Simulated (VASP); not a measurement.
# Zn5CdSe6 (P-4m2) in VASP: single point with PBE

Aim: the single point of Zn5CdSe6 with PBE.

Everything below comes from runs of VASP 6.6.1. Logs are shortened: lines on timing, memory, paths and dates and some standing lists are left out, and cuts for length are marked.

## (1) The cell of the first run

Symmetry: P-4m2, No. 115, tetragonal system. The conventional cell has a = 4.097 Å, b = 4.097 Å, c = 17.517 Å, α = 90.00°, β = 90.00°, γ = 90.00°. Zn (site symmetry 2mm) has 4 Se at 2.49 Å within 3.3 Å. Zn (site symmetry -4m2) has 4 Se at 2.49 Å within 3.3 Å. Zn (site symmetry 2mm) has 4 Se at 2.48 to 2.49 Å within 3.3 Å. Within 3.5 Å of Cd (site symmetry -4m2) lie 4 Se at 2.65 Å. Within 3.3 Å of Se (site symmetry 2mm) lie 4 Zn at 2.49 Å. Within 3.3 Å of Se (site symmetry 2mm) lie 4 Zn at 2.49 Å. Within 3.3 Å of Se (site symmetry 2mm) lie 2 Zn at 2.48 Å and 2 Cd at 2.65 Å.

## (2) Single point, PBE

INCAR

```
SYSTEM = Zn5CdSe6
PREC = Accurate ; ENCUT = 520
EDIFF = 1E-6 ; ISMEAR = 0
SIGMA = 0.02 ; LREAL = .False.
LASPH = .True. ; NELM = 80
ALGO = Normal ; ISIF = 2
LWAVE = .False. ; LCHARG = .False.
GGA = PE ; NBANDS = 66
```

KPOINTS

```
Automatic mesh
0
Gamma
  8 8 2
  0 0 0
```

POSCAR

```
Zn5CdSe6
1.0
    4.0973308778      0.0000000000      0.0000000000
    0.0000000000      4.0973308778      0.0000000000
    0.0000000000      0.0000000000     17.5168486412
Zn Cd Se
5 1 6
Direct
    0.0000000000      0.0000000000      0.8383511549
    0.5000000000      0.5000000000      0.0000000000
    0.0000000000      0.0000000000      0.1616488451
    0.5000000000      0.5000000000      0.3233954317
    0.5000000000      0.5000000000      0.6766045683
    0.0000000000      0.0000000000      0.5000000000
    0.5000000000      0.0000000000      0.9191828174
    0.0000000000      0.5000000000      0.0808171826
    0.5000000000      0.0000000000      0.2424755353
    0.0000000000      0.5000000000      0.4036524478
    0.5000000000      0.0000000000      0.5963475522
    0.0000000000      0.5000000000      0.7575244647
```

Potentials or basis: VASP PAW PBE potentials, release 64 (Zn, Cd, Se).

Started as:

```sh
cat potpaw_PBE.64/Zn/POTCAR potpaw_PBE.64/Cd/POTCAR potpaw_PBE.64/Se/POTCAR > POTCAR
mpirun -np 1 vasp_std > vasp.out
```

OUTCAR:

```text
SYSTEM = Zn5CdSe6
   PREC = Accurate
   ENCUT = 520
   EDIFF = 1E-6
   ISMEAR = 0
   LREAL = .False.
   LASPH = .True.
   NELM = 80
   ISIF = 2
   GGA = PE

 ion  position               nearest neighbor table
   1  0.000  0.000  0.838-  12 2.49  12 2.49   7 2.49   7 2.49
   2  0.500  0.500  0.000-   7 2.49   8 2.49   7 2.49   8 2.49
   3  0.000  0.000  0.162-   9 2.49   9 2.49   8 2.49   8 2.49
   4  0.500  0.500  0.323-  10 2.48  10 2.48   9 2.49   9 2.49
   5  0.500  0.500  0.677-  11 2.48  11 2.48  12 2.49  12 2.49
   6  0.000  0.000  0.500-  10 2.65  11 2.65  10 2.65  11 2.65
   7  0.500  0.000  0.919-   2 2.49   2 2.49   1 2.49   1 2.49
   8  0.000  0.500  0.081-   2 2.49   2 2.49   3 2.49   3 2.49
   9  0.500  0.000  0.242-   3 2.49   3 2.49   4 2.49   4 2.49
  10  0.000  0.500  0.404-   4 2.48   4 2.48   6 2.65   6 2.65
  11  0.500  0.000  0.596-   5 2.48   5 2.48   6 2.65   6 2.65
  12  0.000  0.500  0.758-   1 2.49   1 2.49   5 2.49   5 2.49

  LATTYP: Found a simple tetragonal cell.
 ALAT       =     4.0973308778
 C/A-ratio  =     4.2751852764

  Lattice vectors:

 A1 = (   4.0973308778,   0.0000000000,   0.0000000000)
 A2 = (   0.0000000000,   4.0973308778,   0.0000000000)
 A3 = (   0.0000000000,   0.0000000000,  17.5168486412)

Analysis of symmetry for initial positions (statically):
=====================================================================
 Subroutine PRICEL returns:
 Original cell was already a primitive cell.

 Routine SETGRP: Setting up the symmetry group for a
 simple tetragonal supercell.

 Subroutine GETGRP returns: Found  8 space group operations
 (whereof  8 operations were pure point group operations)
 out of a pool of 16 trial point group operations.

The static configuration has the point symmetry D_2d.

Analysis of symmetry for dynamics (positions and initial velocities):
=====================================================================
 Subroutine PRICEL returns:
 Original cell was already a primitive cell.

 Routine SETGRP: Setting up the symmetry group for a
 simple tetragonal supercell.

 Subroutine GETGRP returns: Found  8 space group operations
 (whereof  8 operations were pure point group operations)
 out of a pool of 16 trial point group operations.

The dynamic configuration has the point symmetry D_2d.

 Subroutine INISYM returns: Found  8 space group operations
 (whereof  8 operations are pure point group operations),
 and found     1 'primitive' translations

----------------------------------------------------------------------------------------

                                     Primitive cell

  volume of cell :     294.0750

  direct lattice vectors                    reciprocal lattice vectors
     4.097330878  0.000000000  0.000000000     0.244061324  0.000000000  0.000000000
     0.000000000  4.097330878  0.000000000     0.000000000  0.244061324  0.000000000
     0.000000000  0.000000000 17.516848641     0.000000000  0.000000000  0.057087894

  length of vectors
     4.097330878  4.097330878 17.516848641     0.244061324  0.244061324  0.057087894

  position of ions in fractional coordinates (direct lattice)
     0.000000000  0.000000000  0.838351155
     0.500000000  0.500000000  0.000000000
     0.000000000  0.000000000  0.161648845
     0.500000000  0.500000000  0.323395432
     0.500000000  0.500000000  0.676604568
     0.000000000  0.000000000  0.500000000
     0.500000000  0.000000000  0.919182817
     0.000000000  0.500000000  0.080817183
     0.500000000  0.000000000  0.242475535
     0.000000000  0.500000000  0.403652448
     0.500000000  0.000000000  0.596347552
     0.000000000  0.500000000  0.757524465

  ion indices of the primitive-cell ions
   primitive index   ion index
                 1           1
                 2           2
                 3           3
                 4           4
                 5           5
                 6           6
                 7           7
                 8           8
                 9           9
                10          10
                11          11
                12          12

----------------------------------------------------------------------------------------

 KPOINTS: Automatic mesh

Automatic generation of k-mesh.
 Grid dimensions read from file:
 generate k-points for:    8    8    2

 Generating k-lattice:

  Cartesian coordinates                     Fractional coordinates (reciprocal lattice)
     0.030507666  0.000000000  0.000000000     0.125000000  0.000000000  0.000000000
     0.000000000  0.030507666  0.000000000     0.000000000  0.125000000  0.000000000
     0.000000000  0.000000000  0.028543947     0.000000000  0.000000000  0.500000000

  Length of vectors
     0.030507666  0.030507666  0.028543947

  Shift w.r.t. Gamma in fractional coordinates (k-lattice)
     0.000000000  0.000000000  0.000000000

 Subroutine IBZKPT returns following result:
 ===========================================

 Found     30 irreducible k-points:

 Following reciprocal coordinates:
            Coordinates               Weight
  0.000000  0.000000  0.000000      1.000000
  0.125000  0.000000  0.000000      4.000000
  0.250000  0.000000  0.000000      4.000000
  0.375000  0.000000  0.000000      4.000000
  0.500000  0.000000  0.000000      2.000000
  0.125000  0.125000  0.000000      4.000000
[... 16 lines left out ...]
  0.375000  0.125000  0.500000      8.000000
  0.500000  0.125000  0.500000      4.000000
 [... further k-points ...]
   k-points           NKPTS =     30   k-points in BZ     NKDIM =     30   number of bands    NBANDS=     66
   number of dos      NEDOS =    301   number of ions     NIONS =     12
   total plane-waves  NPLWV = 126000
   dimension x,y,z NGX =    30 NGY =   30 NGZ =  140
   dimension x,y,z NGXF=    60 NGYF=   60 NGZF=  280
   ions per type =               5   1   6
   NGX,Y,Z   is equivalent  to a cutoff of  12.17, 12.17, 13.29 a.u.
   NGXF,Y,Z  is equivalent  to a cutoff of  24.34, 24.34, 26.57 a.u.
 SYSTEM =  Zn5CdSe6
   PREC   = accura    normal or accurate (medium, high low for compatibility)
   ISTART =      0    job   : 0-new  1-cont  2-samecut
   ICHARG =      2    charge: 1-file 2-atom 10-const
   ISPIN  =      1    spin polarized calculation?
   LNONCOLLINEAR =      F non collinear calculations
   LSORBIT =      F    spin-orbit coupling
   LASPH  =      T    aspherical Exc in radial PAW
   ENCUT  =  520.0 eV  38.22 Ry    6.18 a.u.   7.62  7.62 32.57*2*pi/ulx,y,z
   NELM   =     80;   NELMIN=  2; NELMDL= -5     # of ELM steps
   EDIFF  = 0.1E-05   stopping-criterion for ELM
   LREAL  =      F    real-space projection
[... 7 lines left out ...]
   TEBEG  =    0.0;   TEEND  =   0.0 temperature during run
   PSTRESS=    0.0 pullay stress
   NELECT =     108.0000    total number of electrons
   NUPDOWN=      -1.0000    fix difference up-down
   EMIN   =  10.00;   EMAX   =-10.00  energy-range for DOS
   EFERMI =   0.00;   METHOD = LEGACY
   ISMEAR =     0;   SIGMA  =   0.02  broadening in eV -4-tet -1-fermi 0-gaus
   EFERMI_NEDOS =   21; number of points for ismear=-14 and -15
   IALGO  =     38    algorithm
   IMIX   =      4    mixing-type and parameters
     AMIX     =   0.40;   BMIX     =  1.00
     AMIX_MAG =   1.60;   BMIX_MAG =  1.00
  volume/ion in A,a.u.               =      24.51       165.38
  Fermi-wavevector in a.u.,A,eV,Ry     =   1.172366  2.215451 18.700435  1.374443
  Thomas-Fermi vector in A             =   2.308796
   LORBIT       =      0    0 simple, 1 ext, 2 COOP (PROOUT), +10 PAW based schemes
   GGA     = PE    functional components
   LHFCALC =     F    Hartree Fock is set to
   AEXX    =    0.0000 exact exchange contribution
   IVDW    =     0    specifies the selected vdW correction
   LEPSILON=     F    determine dielectric tensor
   LRPA    =     F    only Hartree local field effects (RPA)
 non-spin polarized calculation
 Gauss-broadening in eV      SIGMA  =   0.02
  energy-cutoff  :      520.00
  volume of cell :      294.07
 maximum number of plane-waves:      7950
   NGX = 15   NGY = 15   NGZ = 65

 number of electron     107.9999944 magnetization

 Free energy of the ion-electron system (eV)
  ---------------------------------------------------
  ext. energy  EPLUGINS =         0.00000000
  ---------------------------------------------------
  free energy    TOTEN  =       -35.57766843 eV

  energy without entropy =      -35.57766843  energy(sigma->0) =      -35.57766843

 E-fermi :   1.3243     XC(G=0):  -9.0810

 val. band max:        1.2125150235   @ k =   0.0000   0.0000   0.0000
 cond. band min:       2.1763179548   @ k =   0.0000   0.0000   0.0000
 fundamental gap:      0.9638029313
 Fermi energy:         1.3242681131

 k-point     1 :       0.0000    0.0000    0.0000
  band No.  band energies     occupation
      1     -11.7569      2.00000
      2     -11.5849      2.00000
      3     -11.4582      2.00000
      4     -11.1189      2.00000
      5     -11.0318      2.00000
      6     -10.8353      2.00000
[... 58 lines left out ...]
     65       5.9848      0.00000
     66       7.0450      0.00000

 k-point     2 :       0.1250    0.0000    0.0000
  band No.  band energies     occupation
      1     -11.6972      2.00000
      2     -11.5344      2.00000
      3     -11.4142      2.00000
      4     -11.0980      2.00000
      5     -11.0166      2.00000
      6     -10.8365      2.00000
[... 1507 lines left out ...]
     65       7.1974      0.00000
     66       7.3218      0.00000

 k-point    24 :       0.5000    0.1250    0.5000
  band No.  band energies     occupation
      1     -11.0613      2.00000
      2     -11.0607      2.00000
      3     -11.0525      2.00000
      4     -11.0520      2.00000
      5     -11.0424      2.00000
      6     -10.9725      2.00000
[... 58 lines left out ...]
     65       7.1707      0.00000
     66       7.1909      0.00000

 [... further k-points ...]

------------------------ aborting loop because EDIFF is reached ----------------------------------------

  FORCE on cell =-STRESS in cart. coord.  units (eV):
  Direction    XX          YY          ZZ          XY          YZ          ZX
  --------------------------------------------------------------------------------------
  -------------------------------------------------------------------------------------
  Total        0.3845411      0.3845411      0.3887797      0.0000000      0.0000000     -0.0000000
  in kB        2.0950546      2.0950546      2.1181472      0.0000000      0.0000000     -0.0000000
  external PRESSURE =       2.1027521 kB  Pullay stress =       0.0000000 kB

 VOLUME and BASIS-vectors are now :
 -----------------------------------------------------------------------------
  energy-cutoff  :      520.00
  volume of cell :      294.07
      direct lattice vectors                 reciprocal lattice vectors
     4.097330878  0.000000000  0.000000000     0.244061324  0.000000000  0.000000000
     0.000000000  4.097330878  0.000000000     0.000000000  0.244061324  0.000000000
     0.000000000  0.000000000 17.516848641     0.000000000  0.000000000  0.057087894

 POSITION                                       TOTAL-FORCE (eV/Angst)
 -----------------------------------------------------------------------------------
      0.00000      0.00000     14.68527         0.000000      0.000000      0.000139
      2.04867      2.04867      0.00000        -0.000000     -0.000000     -0.000000
      0.00000      0.00000      2.83158         0.000000      0.000000     -0.000139
      2.04867      2.04867      5.66487        -0.000000     -0.000000     -0.001172
      2.04867      2.04867     11.85198        -0.000000      0.000000      0.001172
      0.00000      0.00000      8.75842         0.000000      0.000000     -0.000000
      2.04867      0.00000     16.10119         0.000000      0.000000     -0.000109
      0.00000      2.04867      1.41566        -0.000000      0.000000      0.000109
      2.04867      0.00000      4.24741        -0.000000      0.000000      0.001177
      0.00000      2.04867      7.07072        -0.000000      0.000000     -0.017517
      2.04867      0.00000     10.44613         0.000000      0.000000      0.017517
      0.00000      2.04867     13.26944        -0.000000      0.000000     -0.001177
 -----------------------------------------------------------------------------------
    total drift:                                0.000000      0.000000      0.000000

  FREE ENERGIE OF THE ION-ELECTRON SYSTEM (eV)
  ---------------------------------------------------
  free  energy   TOTEN  =       -35.5776684257 eV

  energy  without entropy=      -35.5776684257  energy(sigma->0) =      -35.57766843
```

Run time: 21 min. Hardware: 1 thread of Intel Xeon 8259CL, shared host; peak memory 0.64 GiB.

Results:

* Free energy: -35.5777 eV
* Pressure: 0.2 GPa
* Largest force: 0.018 eV/Å
* Band gap on the k mesh: 0.96 eV

Forces on the atoms (eV/Å):
```
Zn   0.000  0.000  0.000
Zn   0.000  0.000  0.000
Zn   0.000  0.000  0.000
Zn   0.000  0.000 -0.001
Zn   0.000  0.000  0.001
Cd   0.000  0.000  0.000
Se   0.000  0.000  0.000
Se   0.000  0.000  0.000
Se   0.000  0.000  0.001
Se   0.000  0.000 -0.018
Se   0.000  0.000  0.018
Se   0.000  0.000 -0.001
```

Levels at points of the mesh, in eV from the valence-band top:
```tsv
k point	band 51	band 52	band 53	band 54	band 55	band 56	band 57	band 58
(0.00, 0.00, 0.00)	-0.55	-0.07	0.00	0.00	0.96	2.86	2.91	3.10
(0.50, 0.00, 0.00)	-0.90	-0.90	-0.88	-0.45	2.73	2.79	2.80	2.83
(0.50, 0.50, 0.00)	-2.05	-2.01	-2.01	-1.98	3.06	3.06	3.34	3.57
(0.00, 0.00, 0.50)	-0.24	-0.24	-0.13	-0.13	1.74	1.83	3.11	3.22
(0.50, 0.00, 0.50)	-0.88	-0.83	-0.81	-0.45	2.38	2.41	3.46	3.53
(0.50, 0.50, 0.50)	-2.11	-2.11	-2.08	-2.08	3.41	3.41	3.48	3.48
```
